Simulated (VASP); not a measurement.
# Mo in VASP: single point with PBE

Aim: the single point of Mo with PBE.

Program: VASP 6.6.1. These are calculated values, not measurements. Logs are shortened: lines on timing, memory, paths and dates and some standing lists are left out, and cuts for length are marked.

### Step 1. The cell of the first run

The cell holds a slab with vacuum, 5 atoms: a = 2.737 Å, b = 4.470 Å, c = 20.161 Å, α = 90.00°, β = 90.00°, γ = 90.00°.

### Step 2. Single point, PBE

INCAR

```
SYSTEM = Mo
PREC = Accurate
ENCUT = 520
EDIFF = 1E-6
ISMEAR = 0
SIGMA = 0.1
LREAL = .FALSE.
LASPH = .TRUE.
NELM = 80
ALGO = Normal
ISIF = 2
LWAVE = .FALSE.
LCHARG = .TRUE.
LDIPOL = .TRUE.
IDIPOL = 3
DIPOL = 0.5 0.5 0.500
GGA = PE
LELF = .TRUE.
LVHAR = .TRUE.
LVACPOTAV = .TRUE.
NBANDS = 43
```

KPOINTS

```
Automatic mesh
0
G
  13 8 1
  0 0 0
```

POSCAR

```
Mo
1.0
    2.7370225070      0.0000000000      0.0000000000
    0.0000000000      4.4695390378      0.0000000000
    0.0000000000      0.0000000000     20.1609791332
Mo
5
Direct
    0.3333333333      0.5000000000      0.3720057419
    0.6666666667      0.0000000000      0.4360028710
    0.0000000000      0.5000000000      0.5000000000
    0.3333333333      0.0000000000      0.5639971290
    0.6666666667      0.5000000000      0.6279942581
```

Potentials or basis: VASP PAW PBE potentials, release 64 (Mo_sv).

The run is started by

```
$ cat potpaw_PBE.64/Mo_sv/POTCAR > POTCAR
$ mpirun -np 1 vasp_std > vasp.out
```

OUTCAR:

```text
SYSTEM = Mo
   PREC = Accurate
   ENCUT = 520
   EDIFF = 1E-6
   ISMEAR = 0
   LREAL = .FALSE.
   LASPH = .TRUE.
   NELM = 80
   ISIF = 2
   GGA = PE

 ion  position               nearest neighbor table
   1  0.333  0.500  0.372-   3 2.74   2 2.74   2 2.74   3 3.16   2 3.16   2 3.16
   2  0.667  0.000  0.436-   4 2.74   3 2.74   3 2.74   1 2.74   1 2.74   4 3.16   3 3.16   3 3.16
                             1 3.16   1 3.16
   3  0.000  0.500  0.500-   2 2.74   4 2.74   2 2.74   4 2.74   1 2.74   5 2.74   2 3.16   2 3.16
                             4 3.16   4 3.16   5 3.16   1 3.16
   4  0.333  0.000  0.564-   2 2.74   3 2.74   3 2.74   5 2.74   5 2.74   2 3.16   3 3.16   3 3.16
                             5 3.16   5 3.16
   5  0.667  0.500  0.628-   3 2.74   4 2.74   4 2.74   3 3.16   4 3.16   4 3.16

  LATTYP: Found a simple orthorhombic cell.
 ALAT       =     2.7370225070
 B/A-ratio  =     1.6329931619
 C/A-ratio  =     7.3660260672

  Lattice vectors:

 A1 = (   2.7370225070,   0.0000000000,   0.0000000000)
 A2 = (   0.0000000000,   4.4695390378,   0.0000000000)
 A3 = (   0.0000000000,   0.0000000000,  20.1609791332)

Analysis of symmetry for initial positions (statically):
=====================================================================
 Subroutine PRICEL returns:
 Original cell was already a primitive cell.

 Routine SETGRP: Setting up the symmetry group for a
 simple orthorhombic supercell.

 Subroutine GETGRP returns: Found  4 space group operations
 (whereof  4 operations were pure point group operations)
 out of a pool of  8 trial point group operations.

The static configuration has the point symmetry C_2h.

Analysis of symmetry for dynamics (positions and initial velocities):
=====================================================================
 Subroutine PRICEL returns:
 Original cell was already a primitive cell.

 Routine SETGRP: Setting up the symmetry group for a
 simple orthorhombic supercell.

 Subroutine GETGRP returns: Found  4 space group operations
 (whereof  4 operations were pure point group operations)
 out of a pool of  8 trial point group operations.

The dynamic configuration has the point symmetry C_2h.

 Subroutine INISYM returns: Found  4 space group operations
 (whereof  4 operations are pure point group operations),
 and found     1 'primitive' translations

----------------------------------------------------------------------------------------

                                     Primitive cell

  volume of cell :     246.6339

  direct lattice vectors                    reciprocal lattice vectors
     2.737022507  0.000000000  0.000000000     0.365360532  0.000000000  0.000000000
     0.000000000  4.469539038  0.000000000     0.000000000  0.223736719  0.000000000
     0.000000000  0.000000000 20.160979133     0.000000000  0.000000000  0.049600766

  length of vectors
     2.737022507  4.469539038 20.160979133     0.365360532  0.223736719  0.049600766

  position of ions in fractional coordinates (direct lattice)
     0.333333333  0.500000000  0.372005742
     0.666666667  0.000000000  0.436002871
     0.000000000  0.500000000  0.500000000
     0.333333333  0.000000000  0.563997129
     0.666666667  0.500000000  0.627994258

  ion indices of the primitive-cell ions
   primitive index   ion index
                 1           1
                 2           2
                 3           3
                 4           4
                 5           5

----------------------------------------------------------------------------------------

 KPOINTS: Automatic mesh

Automatic generation of k-mesh.
 Grid dimensions read from file:
 generate k-points for:   13    8    1

 Generating k-lattice:

  Cartesian coordinates                     Fractional coordinates (reciprocal lattice)
     0.028104656  0.000000000  0.000000000     0.076923077  0.000000000  0.000000000
     0.000000000  0.027967090  0.000000000     0.000000000  0.125000000  0.000000000
     0.000000000  0.000000000  0.049600766     0.000000000  0.000000000  1.000000000

  Length of vectors
     0.028104656  0.027967090  0.049600766

  Shift w.r.t. Gamma in fractional coordinates (k-lattice)
     0.000000000  0.000000000  0.000000000

 Subroutine IBZKPT returns following result:
 ===========================================

 Found     35 irreducible k-points:

 Following reciprocal coordinates:
            Coordinates               Weight
  0.000000  0.000000  0.000000      1.000000
  0.076923  0.000000  0.000000      2.000000
  0.153846  0.000000  0.000000      2.000000
  0.230769  0.000000  0.000000      2.000000
  0.307692  0.000000  0.000000      2.000000
  0.384615  0.000000  0.000000      2.000000
[... 16 lines left out ...]
  0.076923  0.375000  0.000000      4.000000
  0.153846  0.375000  0.000000      4.000000
 [... further k-points ...]
   k-points           NKPTS =     35   k-points in BZ     NKDIM =     35   number of bands    NBANDS=     43
   number of dos      NEDOS =    301   number of ions     NIONS =      5
   total plane-waves  NPLWV = 108000
   dimension x,y,z NGX =    20 NGY =   36 NGZ =  150
   dimension x,y,z NGXF=    40 NGYF=   72 NGZF=  300
   ions per type =               5
   NGX,Y,Z   is equivalent  to a cutoff of  12.15, 13.39, 12.37 a.u.
   NGXF,Y,Z  is equivalent  to a cutoff of  24.30, 26.78, 24.74 a.u.
 SYSTEM =  Mo
   PREC   = accura    normal or accurate (medium, high low for compatibility)
   ISTART =      0    job   : 0-new  1-cont  2-samecut
   ICHARG =      2    charge: 1-file 2-atom 10-const
   ISPIN  =      1    spin polarized calculation?
   LNONCOLLINEAR =      F non collinear calculations
   LSORBIT =      F    spin-orbit coupling
   LASPH  =      T    aspherical Exc in radial PAW
   ENCUT  =  520.0 eV  38.22 Ry    6.18 a.u.   5.09  8.31 37.49*2*pi/ulx,y,z
   NELM   =     80;   NELMIN=  2; NELMDL= -5     # of ELM steps
   EDIFF  = 0.1E-05   stopping-criterion for ELM
   LREAL  =      F    real-space projection
   EDIFFG = 0.1E-04   stopping-criterion for IOM
   NSW    =      0    number of steps for IOM
   IBRION =     -1    ionic relax: 0-MD 1-quasi-New 2-CG
   NFREE  =      0    steps in history (QN), initial steepest desc. (CG)
   ISIF   =      2    stress and relaxation
   ISYM   =      2    0-nonsym 1-usesym 2-fastsym
   POTIM  = 0.5000    time-step for ionic-motion
   TEBEG  =    0.0;   TEEND  =   0.0 temperature during run
   PSTRESS=    0.0 pullay stress
   NELECT =      70.0000    total number of electrons
   NUPDOWN=      -1.0000    fix difference up-down
   EMIN   =  10.00;   EMAX   =-10.00  energy-range for DOS
   EFERMI =   0.00;   METHOD = LEGACY
   ISMEAR =     0;   SIGMA  =   0.10  broadening in eV -4-tet -1-fermi 0-gaus
   EFERMI_NEDOS =   21; number of points for ismear=-14 and -15
   IALGO  =     38    algorithm
   IMIX   =      4    mixing-type and parameters
     AMIX     =   0.40;   BMIX     =  1.00
     AMIX_MAG =   1.60;   BMIX_MAG =  1.00
  volume/ion in A,a.u.               =      49.33       332.87
  Fermi-wavevector in a.u.,A,eV,Ry     =   1.075862  2.033085 15.748461  1.157479
  Thomas-Fermi vector in A             =   2.211730
   LORBIT       =      0    0 simple, 1 ext, 2 COOP (PROOUT), +10 PAW based schemes
   GGA     = PE    functional components
   LHFCALC =     F    Hartree Fock is set to
   AEXX    =    0.0000 exact exchange contribution
   IVDW    =     0    specifies the selected vdW correction
   LEPSILON=     F    determine dielectric tensor
   LRPA    =     F    only Hartree local field effects (RPA)
 non-spin polarized calculation
 Gauss-broadening in eV      SIGMA  =   0.10
  energy-cutoff  :      520.00
  volume of cell :      246.63
 maximum number of plane-waves:      6678
   NGX = 11   NGY = 17   NGZ = 75

 number of electron      70.0000005 magnetization

 dipolmoment           0.000000      0.000000     -0.000000 electrons x Angstroem

 Free energy of the ion-electron system (eV)
  ---------------------------------------------------
  ext. energy  EPLUGINS =         0.00000000
  ---------------------------------------------------
  free energy    TOTEN  =       -49.76972691 eV

  energy without entropy =      -49.74391975  energy(sigma->0) =      -49.75682333

 E-fermi :   1.2939     XC(G=0):  -5.4527

 val. band max:        1.2796883304   @ k =   0.0000   0.2500   0.0000
 cond. band min:       1.3005930669   @ k =   0.1538   0.5000   0.0000
 fundamental gap:      0.0209047365
 Fermi energy:         1.2938904420

 k-point     1 :       0.0000    0.0000    0.0000
  band No.  band energies     occupation
      1     -60.0358      2.00000
      2     -59.7527      2.00000
      3     -59.7403      2.00000
      4     -59.5930      2.00000
      5     -59.5837      2.00000
      6     -34.5419      2.00000
[... 35 lines left out ...]
     42       3.0814      0.00000
     43       3.1843      0.00000

 k-point     2 :       0.0769    0.0000    0.0000
  band No.  band energies     occupation
      1     -60.0283      2.00000
      2     -59.7481      2.00000
      3     -59.7330      2.00000
      4     -59.5875      2.00000
      5     -59.5781      2.00000
      6     -34.5267      2.00000
[... 35 lines left out ...]
     42       3.0101      0.00000
     43       3.0258      0.00000

 k-point     3 :       0.1538    0.0000    0.0000
  band No.  band energies     occupation
      1     -60.0074      2.00000
      2     -59.7348      2.00000
      3     -59.7134      2.00000
      4     -59.5721      2.00000
      5     -59.5626      2.00000
      6     -34.4832      2.00000
[... 35 lines left out ...]
     42       2.7861      0.00000
     43       3.0568      0.00000

 k-point     4 :       0.2308    0.0000    0.0000
  band No.  band energies     occupation
      1     -59.9776      2.00000
      2     -59.7155      2.00000
      3     -59.6862      2.00000
      4     -59.5504      2.00000
      5     -59.5406      2.00000
      6     -34.4183      2.00000
[... 863 lines left out ...]
     42       2.7938      0.00000
     43       2.8597      0.00000

 k-point    23 :       0.0769    0.3750    0.0000
  band No.  band energies     occupation
      1     -59.9993      2.00000
      2     -59.7630      2.00000
      3     -59.7085      2.00000
      4     -59.6040      2.00000
      5     -59.6018      2.00000
      6     -34.4830      2.00000
[... 35 lines left out ...]
     42       2.7106      0.00000
     43       2.9514      0.00000

 k-point    24 :       0.1538    0.3750    0.0000
  band No.  band energies     occupation
      1     -59.9812      2.00000
      2     -59.7453      2.00000
      3     -59.6923      2.00000
      4     -59.5879      2.00000
      5     -59.5851      2.00000
      6     -34.4451      2.00000
[... 35 lines left out ...]
     42       2.4950      0.00000
     43       2.9582      0.00000

 [... further k-points ...]
[... 5 lines left out ...]
  --------------------------------------------------------------------------------------
  -------------------------------------------------------------------------------------
  Total       -7.9920884     -7.8793829     -6.6437092      0.0000000      0.0000000      1.0691738
  in kB      -51.9180222    -51.1858671    -43.1587116      0.0000000      0.0000000      6.9455426
  external PRESSURE =     -48.7542003 kB  Pullay stress =       0.0000000 kB

 VOLUME and BASIS-vectors are now :
 -----------------------------------------------------------------------------
  energy-cutoff  :      520.00
  volume of cell :      246.63
      direct lattice vectors                 reciprocal lattice vectors
     2.737022507  0.000000000  0.000000000     0.365360532  0.000000000  0.000000000
     0.000000000  4.469539038  0.000000000     0.000000000  0.223736719  0.000000000
     0.000000000  0.000000000 20.160979133     0.000000000  0.000000000  0.049600766

 POSITION                                       TOTAL-FORCE (eV/Angst)
 -----------------------------------------------------------------------------------
      0.91234      2.23477      7.50000        -0.170212      0.000000      1.532546
      1.82468      0.00000      8.79024        -0.073618      0.000000     -0.500710
      0.00000      2.23477     10.08049         0.000000      0.000000      0.000000
      0.91234      0.00000     11.37073         0.073618     -0.000000      0.500710
      1.82468      2.23477     12.66098         0.170212      0.000000     -1.532546
 -----------------------------------------------------------------------------------
    total drift:                               -0.000000      0.000000     -0.000000

  FREE ENERGIE OF THE ION-ELECTRON SYSTEM (eV)
  ---------------------------------------------------
  free  energy   TOTEN  =       -49.7697269123 eV

  energy  without entropy=      -49.7439197482  energy(sigma->0) =      -49.75682333

 vacuum level on the upper side and lower side of the slab         5.359         5.359
```

Run time: 16 min. Hardware: 1 thread of Intel Xeon 8259CL, shared host; peak memory 0.46 GiB.

Results:

```yaml
Free_energy: -49.7697 eV
Largest_force: 1.542 eV/Å
Band_gap_on_the_k_mesh: zero (bands 35 and 36 overlap by 1.34 eV)
```

Forces in eV/Å, atoms in the order of the input:
```
Mo  -0.170  0.000  1.533
Mo  -0.074  0.000 -0.501
Mo   0.000  0.000  0.000
Mo   0.074  0.000  0.501
Mo   0.170  0.000 -1.533
```

The gap in the log of VASP goes by the Fermi energy; the results here count the filled bands.